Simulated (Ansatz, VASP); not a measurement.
Ni3Ge: VASP beside Ansatz

File INCAR:

```
  PREC = Accurate
  ENCUT = 520
  EDIFF = 1E-6
  ISMEAR = 0
  SIGMA = 0.15
  LREAL = F
  LASPH = T
  NELM = 80
  ALGO = Fast
  ISIF = 2
  LWAVE = F
  LCHARG = T
  GGA = PS
  LELF = T
  LVHAR = T
  NBANDS = 30
```

File KPOINTS:

```
regular mesh
0
Gamma
  14 14 14
```

Contents of POSCAR:

```
Ni3Ge
1.0
    3.5249142772     -0.0352491428      0.0000000000
   -0.0352491428      3.5249142772      0.0000000000
    0.0000000000      0.0000000000      3.5249142772
Ni Ge
3 1
Direct
    0.5000000000      0.0000000000      0.5000000000
    0.0000000000      0.5000000000      0.5000000000
    0.5000000000      0.5000000000      0.0000000000
    0.0000000000      0.0000000000      0.0000000000
```

Input for Ansatz:

```yaml
crystal:
  lattice:
    - [3.5249142772, -0.0352491428, 0.0]
    - [-0.0352491428, 3.5249142772, 0.0]
    - [0.0, 0.0, 3.5249142772]
  atoms:
    - { symbol: Ni, position: [0.5, 0.0, 0.5] }
    - { symbol: Ni, position: [0.0, 0.5, 0.5] }
    - { symbol: Ni, position: [0.5, 0.5, 0.0] }
    - { symbol: Ge, position: [0.0, 0.0, 0.0] }
basis:
  ecutwfc: 420
kpoints:
  mp_grid: { grid: [14, 14, 14] }
hamiltonian:
  xc: pbesol
scf:
  occupations: { method: gaussian, width: 0.15 }
output:
  forces: true
  stress: true
  eigenvalues: true
```

Change from the starting cell: strain -0.0200 x Voigt [0, 0, 0, 0, 0, 1], atoms carried along.

Alike in both runs: task single point; functional PBEsol; k mesh 14 × 14 × 14; occupations gaussian, width 0.15 eV; no spin polarisation.

|  | VASP | Ansatz |
| --- | --- | --- |
| version | VASP 6.6.1 | Ansatz 0.2.0 |
| potentials or method | VASP PAW PBE potentials, release 64 (Ni, Ge_d), cutoff 520 eV | scalar-relativistic, plane waves, PAW |
| valence electrons in the cell | 44 | 68 |

```csv
,VASP,Ansatz,Ansatz less VASP
gap on the k mesh at the Fermi level (eV),none,none,-
pressure (GPa),0.5,0.1,-0.35
"traceless stress, the component that is largest in VASP (GPa)",2.43,2.44,+0.008
```

VASP's potentials were made for PBE, not for PBEsol. A gap of «none» marks a metal or a gap that the smearing closes. With one functional, cell and mesh, what is left measures potentials, basis and numerics. VASP's potentials hold 44 valence electrons a cell and Ansatz's 68, so a difference there can come from the potentials and not from the codes.
